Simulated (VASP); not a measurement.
# Au (Fm-3m) in VASP: further runs, part 2 of 2

VASP 6.6.1. The steps go on from the part before.

## 3. Relaxation of volume and atoms at fixed shape, PBEsol

This run uses another cell than the first one, of 16.85 Å³/atom, 0.990 times its volume.

Contents of INCAR:

```
SYSTEM = Au
  PREC = Accurate
  ENCUT = 600
  EDIFF = 1E-6
  ISMEAR = -1
  SIGMA = 0.1
  LREAL = .False.
  LASPH = .True.
  NELM = 80
  ALGO = Normal
  ISIF = 8
  LWAVE = .False.
  LCHARG = .False.
  GGA = PS
  IBRION = 2
  NSW = 60
  EDIFFG = -0.02
```

Contents of KPOINTS:

```
regular mesh
0
Gamma
  18 18 18
  0 0 0
```

Contents of POSCAR:

```
Au
1.0
    0.0000000000      2.0350000000      2.0350000000
    2.0350000000      0.0000000000      2.0350000000
    2.0350000000      2.0350000000      0.0000000000
Au
1
Direct
    0.0000000000      0.0000000000      0.0000000000
```

Potentials or basis: VASP PAW PBE potentials, release 64 (Au).

Launch:

```bash
> cat potpaw_PBE.64/Au/POTCAR > POTCAR
> mpirun -np 1 vasp_std > vasp.out
```

OUTCAR:

```text
SYSTEM = Au
   PREC = Accurate
   ENCUT = 600
   EDIFF = 1E-6
   ISMEAR = -1
   LREAL = .False.
   LASPH = .True.
   NELM = 80
   ISIF = 8
   GGA = PS
   IBRION = 2
   NSW = 60
   EDIFFG = -0.02

 ion  position               nearest neighbor table
   1  0.000  0.000  0.000-

  LATTYP: Found a face centered cubic cell.
 ALAT       =     4.0700000000

  Lattice vectors:

 A1 = (   0.0000000000,   2.0350000000,   2.0350000000)
 A2 = (   2.0350000000,   0.0000000000,   2.0350000000)
 A3 = (   2.0350000000,   2.0350000000,   0.0000000000)

Analysis of symmetry for initial positions (statically):
=====================================================================
 Subroutine PRICEL returns:
 Original cell was already a primitive cell.

 Routine SETGRP: Setting up the symmetry group for a
 face centered cubic supercell.

 Subroutine GETGRP returns: Found 48 space group operations
 (whereof 48 operations were pure point group operations)
 out of a pool of 48 trial point group operations.

The static configuration has the point symmetry O_h .

Analysis of symmetry for dynamics (positions and initial velocities):
=====================================================================
 Subroutine PRICEL returns:
 Original cell was already a primitive cell.

 Routine SETGRP: Setting up the symmetry group for a
 face centered cubic supercell.

 Subroutine GETGRP returns: Found 48 space group operations
 (whereof 48 operations were pure point group operations)
 out of a pool of 48 trial point group operations.

The dynamic configuration has the point symmetry O_h .

 Subroutine INISYM returns: Found 48 space group operations
 (whereof 48 operations are pure point group operations),
 and found     1 'primitive' translations

----------------------------------------------------------------------------------------

                                     Primitive cell

  volume of cell :      16.8548

  direct lattice vectors                    reciprocal lattice vectors
     0.000000000  2.035000000  2.035000000    -0.245700246  0.245700246  0.245700246
     2.035000000  0.000000000  2.035000000     0.245700246 -0.245700246  0.245700246
     2.035000000  2.035000000  0.000000000     0.245700246  0.245700246 -0.245700246

  length of vectors
     2.877924599  2.877924599  2.877924599     0.425565309  0.425565309  0.425565309

  position of ions in fractional coordinates (direct lattice)
     0.000000000  0.000000000  0.000000000

  ion indices of the primitive-cell ions
   primitive index   ion index
                 1           1

----------------------------------------------------------------------------------------

 KPOINTS: regular mesh

Automatic generation of k-mesh.
 Grid dimensions read from file:
 generate k-points for:   18   18   18

 Generating k-lattice:

  Cartesian coordinates                     Fractional coordinates (reciprocal lattice)
    -0.013650014  0.013650014  0.013650014     0.055555556  0.000000000  0.000000000
     0.013650014 -0.013650014  0.013650014     0.000000000  0.055555556  0.000000000
     0.013650014  0.013650014 -0.013650014     0.000000000  0.000000000  0.055555556

  Length of vectors
     0.023642517  0.023642517  0.023642517

  Shift w.r.t. Gamma in fractional coordinates (k-lattice)
     0.000000000  0.000000000  0.000000000

 Subroutine IBZKPT returns following result:
 ===========================================

 Found    195 irreducible k-points:

 Following reciprocal coordinates:
            Coordinates               Weight
  0.000000  0.000000  0.000000      1.000000
  0.055556  0.000000  0.000000      8.000000
  0.111111  0.000000  0.000000      8.000000
  0.166667  0.000000  0.000000      8.000000
  0.222222  0.000000  0.000000      8.000000
  0.277778  0.000000  0.000000      8.000000
[... 16 lines left out ...]
 -0.277778  0.055556  0.000000     24.000000
 -0.222222  0.055556  0.000000     24.000000
 [... further k-points ...]
   k-points           NKPTS =    195   k-points in BZ     NKDIM =    195   number of bands    NBANDS=      9
   number of dos      NEDOS =    301   number of ions     NIONS =      1
   total plane-waves  NPLWV =  13824
   dimension x,y,z NGX =    24 NGY =   24 NGZ =   24
   dimension x,y,z NGXF=    48 NGYF=   48 NGZF=   48
   ions per type =               1
   NGX,Y,Z   is equivalent  to a cutoff of  13.86, 13.86, 13.86 a.u.
   NGXF,Y,Z  is equivalent  to a cutoff of  27.73, 27.73, 27.73 a.u.
 SYSTEM =  Au
   PREC   = accura    normal or accurate (medium, high low for compatibility)
   ISTART =      0    job   : 0-new  1-cont  2-samecut
   ICHARG =      2    charge: 1-file 2-atom 10-const
   ISPIN  =      1    spin polarized calculation?
   LNONCOLLINEAR =      F non collinear calculations
   LSORBIT =      F    spin-orbit coupling
   LASPH  =      T    aspherical Exc in radial PAW
   ENCUT  =  600.0 eV  44.10 Ry    6.64 a.u.   5.75  5.75  5.75*2*pi/ulx,y,z
   NELM   =     80;   NELMIN=  2; NELMDL= -5     # of ELM steps
   EDIFF  = 0.1E-05   stopping-criterion for ELM
   LREAL  =      F    real-space projection
   EDIFFG = -.2E-01   stopping-criterion for IOM
   NSW    =     60    number of steps for IOM
   IBRION =      2    ionic relax: 0-MD 1-quasi-New 2-CG
   NFREE  =      1    steps in history (QN), initial steepest desc. (CG)
   ISIF   =      8    stress and relaxation
   ISYM   =      2    0-nonsym 1-usesym 2-fastsym
   POTIM  = 0.5000    time-step for ionic-motion
   TEBEG  =    0.0;   TEEND  =   0.0 temperature during run
   PSTRESS=    0.0 pullay stress
   NELECT =      11.0000    total number of electrons
   NUPDOWN=      -1.0000    fix difference up-down
   EMIN   =  10.00;   EMAX   =-10.00  energy-range for DOS
   EFERMI =   0.00;   METHOD = LEGACY
   ISMEAR =    -1;   SIGMA  =   0.10  broadening in eV -4-tet -1-fermi 0-gaus
   EFERMI_NEDOS =   21; number of points for ismear=-14 and -15
   IALGO  =     38    algorithm
   IMIX   =      4    mixing-type and parameters
     AMIX     =   0.40;   BMIX     =  1.00
     AMIX_MAG =   1.60;   BMIX_MAG =  1.00
  volume/ion in A,a.u.               =      16.85       113.74
  Fermi-wavevector in a.u.,A,eV,Ry     =   1.420032  2.683470 27.436005  2.016489
  Thomas-Fermi vector in A             =   2.540990
   LORBIT       =      0    0 simple, 1 ext, 2 COOP (PROOUT), +10 PAW based schemes
   GGA     = PS    functional components
   LHFCALC =     F    Hartree Fock is set to
   AEXX    =    0.0000 exact exchange contribution
   IVDW    =     0    specifies the selected vdW correction
   LEPSILON=     F    determine dielectric tensor
   LRPA    =     F    only Hartree local field effects (RPA)
 conjugate gradient relaxation of ions
 non-spin polarized calculation
  energy-cutoff  :      600.00
  volume of cell :       16.85
 maximum number of plane-waves:       588
   NGX = 11   NGY = 11   NGZ = 11

--------------------------------------- Ionic step        1  -------------------------------------------

 number of electron      10.9999999 magnetization

 Free energy of the ion-electron system (eV)
  ---------------------------------------------------
  ext. energy  EPLUGINS =         0.00000000
  ---------------------------------------------------
  free energy    TOTEN  =        -3.92808320 eV

  energy without entropy =       -3.91894798  energy(sigma->0) =       -3.92351559

------------------------ aborting loop because EDIFF is reached ----------------------------------------

  FORCE on cell =-STRESS in cart. coord.  units (eV):
  Direction    XX          YY          ZZ          XY          YZ          ZX
  --------------------------------------------------------------------------------------
  -------------------------------------------------------------------------------------
  Total        0.1652553      0.1652553      0.1652553      0.0000000      0.0000000     -0.0000000
  in kB       15.7087866     15.7087866     15.7087866      0.0000000      0.0000000     -0.0000000
  external PRESSURE =      15.7087866 kB  Pullay stress =       0.0000000 kB
[... 57 lines left out ...]
--------------------------------------- Ionic step        3  -------------------------------------------

 number of electron      11.0000000 magnetization

 Free energy of the ion-electron system (eV)
  ---------------------------------------------------
  ext. energy  EPLUGINS =         0.00000000
  ---------------------------------------------------
  free energy    TOTEN  =        -3.92879612 eV

  energy without entropy =       -3.91969415  energy(sigma->0) =       -3.92424514

 E-fermi :   9.3042     XC(G=0): -12.8985

 val. band max:        9.2913142922   @ k =   0.5000   0.2778   0.1111
 cond. band min:       9.3391363828   @ k =   0.4444   0.4444   0.0000
 fundamental gap:      0.0478220906
 Fermi energy:         9.3042298498

 k-point     1 :       0.0000    0.0000    0.0000
  band No.  band energies     occupation
      1      -0.6285      2.00000
      2       4.6251      2.00000
      3       4.6251      2.00000
      4       4.6251      2.00000
      5       6.1612      2.00000
      6       6.1612      2.00000
      7      23.8136      0.00000
      8      27.8215      0.00000
      9      27.8215      0.00000
[... 265 lines left out ...]
 k-point    24 :      -0.2222    0.0556    0.0000
  band No.  band energies     occupation
      1       1.1772      2.00000
      2       4.3467      2.00000
      3       4.9324      2.00000
      4       4.9717      2.00000
      5       6.0628      2.00000
      6       6.5486      2.00000
      7      20.8789      0.00000
      8      24.9058      0.00000
      9      27.8478      0.00000

 [... further k-points ...]
[... 5 lines left out ...]
  --------------------------------------------------------------------------------------
  -------------------------------------------------------------------------------------
  Total       -0.0001207     -0.0001207     -0.0001207     -0.0000000      0.0000000      0.0000000
  in kB       -0.0113781     -0.0113781     -0.0113781     -0.0000000      0.0000000      0.0000000
  external PRESSURE =      -0.0113781 kB  Pullay stress =       0.0000000 kB
[... 16 lines left out ...]
  FREE ENERGIE OF THE ION-ELECTRON SYSTEM (eV)
  ---------------------------------------------------
  free  energy   TOTEN  =        -3.9287961226 eV

  energy  without entropy=       -3.9196941517  energy(sigma->0) =       -3.92424514

 reached required accuracy - stopping structural energy minimisation
```

OSZICAR:

```text
N       E                     dE             d eps       ncg     rms          rms(c)
DAV:   1     0.490331949535E+02    0.49033E+02   -0.63045E+03  3598   0.123E+03
DAV:   2    -0.381540266674E+01   -0.52849E+02   -0.50242E+02  3653   0.217E+02
DAV:   3    -0.426646155158E+01   -0.45106E+00   -0.45049E+00  4121   0.211E+01
[... 19 lines left out ...]
DAV:   2    -0.392992410659E+01    0.27299E-01   -0.93259E-02  3541   0.296E+00    0.391E-01
DAV:   3    -0.392878275679E+01    0.11413E-02   -0.54262E-03  3620   0.680E-01    0.282E-01
DAV:   4    -0.392879696831E+01   -0.14212E-04   -0.22711E-04  3731   0.130E-01    0.209E-02
DAV:   5    -0.392879528472E+01    0.16836E-05   -0.33230E-06  3662   0.203E-02    0.194E-03
DAV:   6    -0.392879612256E+01   -0.83785E-06   -0.15654E-07  2052   0.334E-03
   3 F= -.39287961E+01 E0= -.39242451E+01  d E =-.712922E-03
```

Run time: 35 s. Hardware: 1 thread of Intel Xeon Platinum 8488C (Sapphire Rapids), shared host; peak memory 0.17 GiB.

Results:

```yaml
Free_energy: -3.9288 eV
Relaxed_volume: 17.00 Å³/atom
Relaxed_cell: a = 2.886 Å, b = 2.886 Å, c = 2.886 Å, α = 60.00°, β = 60.00°, γ = 60.00°
Space_group_after_relaxing_to_0.05_Å: Fm-3m (No. 225)
Energy_gained_by_relaxing: 0.7 meV/atom
Ionic_steps: 3
Pressure_after_relaxing: 0.0 GPa
```

The path:
| step | energy change (eV) | largest force (eV/Å) | pressure (GPa) | volume (Å³) |
| --- | --- | --- | --- | --- |
| 1 | 0.0000 | 0.0000 | 1.57 | 16.85 |
| 2 | 0.0014 | 0.0000 | -2.54 | 17.26 |
| 3 | -0.0007 | 0.0000 | 0.00 | 17.00 |

Final structure:
```cif
data_structure
_symmetry_space_group_name_H-M 'P 1'
_symmetry_Int_Tables_number 1
_cell_length_a 2.8863
_cell_length_b 2.8863
_cell_length_c 2.8863
_cell_angle_alpha 60.000
_cell_angle_beta 60.000
_cell_angle_gamma 60.000
_cell_volume 17.00
loop_
_atom_site_label
_atom_site_type_symbol
_atom_site_fract_x
_atom_site_fract_y
_atom_site_fract_z
_atom_site_occupancy
Au1 Au 0.00000 0.00000 0.00000 1
```

Caveat: the PAW data sets were made with another functional, which shifts forces and pressure a little; spin-orbit coupling is left out, which moves the levels of the heavy elements. Zero-point motion and thermal expansion aren't in these numbers.
